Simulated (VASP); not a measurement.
Set up this calculation in VASP 6.6.1, as the native input.

| Property | Result |
| --- | --- |
| Task | single point |
| Functional | LDA |
| Potentials or basis | VASP PAW LDA potentials, release 64 (W_sv, C) |
| Cutoff | 520 eV |
| k mesh | 12 × 12 × 1 |
| Occupations | gaussian, width 0.1 eV |
| Spin | no spin polarisation |
| Dipole correction | yes |
| Further INCAR settings | ALGO = Normal; EDIFF = 1e-06; NBANDS = 31; NELMDL = -8 |

The structure of W3C lies in POSCAR:

```
W3C
1.0
    2.8090103839      0.0000000000      0.0000000000
   -1.4045051920      2.4326743520      0.0000000000
    0.0000000000      0.0000000000     20.1144288635
W C
3 1
Direct
    0.6666666667      0.3333333333      0.1988622211
    0.3333333333      0.6666666667      0.3135698338
    0.0000000000      0.0000000000      0.4282711143
    0.0000000000      0.1666666667      0.5179253399
```

These files were run (other wordings do the same):

INCAR

```
ALGO = Normal
DIPOL = 0.5 0.5 0.365
EDIFF = 1E-6
ENCUT = 520
GGA = CA
GGA_COMPAT = False
IDIPOL = 3
ISIF = 2
ISMEAR = 0
LASPH = True
LCHARG = False
LDIPOL = True
LREAL = False
LWAVE = False
NBANDS = 31
NELM = 120
NELMDL = -8
PREC = Accurate
SIGMA = 0.1
```

KPOINTS

```
k-points
0
Gamma
  12 12 1
```

Potentials or basis: VASP PAW LDA potentials, release 64 (W_sv, C).

Launch:

```console
$ cat potpaw_LDA.64/W_sv/POTCAR potpaw_LDA.64/C/POTCAR > POTCAR
$ mpirun -np 1 vasp_std > vasp.out
```

It gave:

```yaml
Largest_force: 1.649 eV/Å
Band_gap_on_the_k_mesh: zero (bands 23 and 24 overlap by 0.90 eV)
```

Caveat: spin-orbit coupling is left out, which moves the levels of the heavy elements.

Run time: 15 min on 1 thread of Intel(R) Xeon(R) Platinum 8259CL CPU @ 2.50GHz (Skylake/Cascade Lake), on a shared host, peak memory 0.4 GiB.
